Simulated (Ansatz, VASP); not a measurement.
## Zn5O: VASP beside Ansatz

```
CELL_PARAMETERS angstrom
6.05787 0.00000 0.00000
0.00000 6.05787 0.00000
0.00000 0.00000 2.86754
ATOMIC_POSITIONS crystal
Zn 0.27998 0.27998 0.50000
Zn 0.72002 0.72002 0.50000
Zn 0.27998 0.72002 0.50000
Zn 0.72002 0.27998 0.50000
Zn 0.00000 0.00000 0.50000
O 0.50000 0.50000 0.00000
```

Alike in both runs: functional PBE; k mesh 6 × 6 × 14; occupations gaussian, width 0.1 eV; no spin polarisation.

Ansatz relaxed the structure, and its values are those at the end. VASP's run is a single point on that final structure, the one shown.

|  | VASP | Ansatz |
| --- | --- | --- |
| version | VASP 6.6.1 | Ansatz 0.2.0 |
| potentials or method | VASP PAW PBE potentials, release 64 (Zn, O), cutoff 520 eV | scalar-relativistic, plane waves, PAW |
| valence electrons in the cell | 66 | 66 |

Ansatz gave:

- gap on the k mesh at the Fermi level (eV): none
- pressure (GPa): 0.0
- rms of the force components (eV/Å): 0.000

Q: Estimate VASP's values.

A: gap on the k mesh at the Fermi level (eV): none; pressure (GPa): 0.3; rms of the force components (eV/Å): 0.004.

A gap of «none» marks a metal or a gap that the smearing closes. The functional is the same, so the differences come from potentials, cutoffs and numerics.
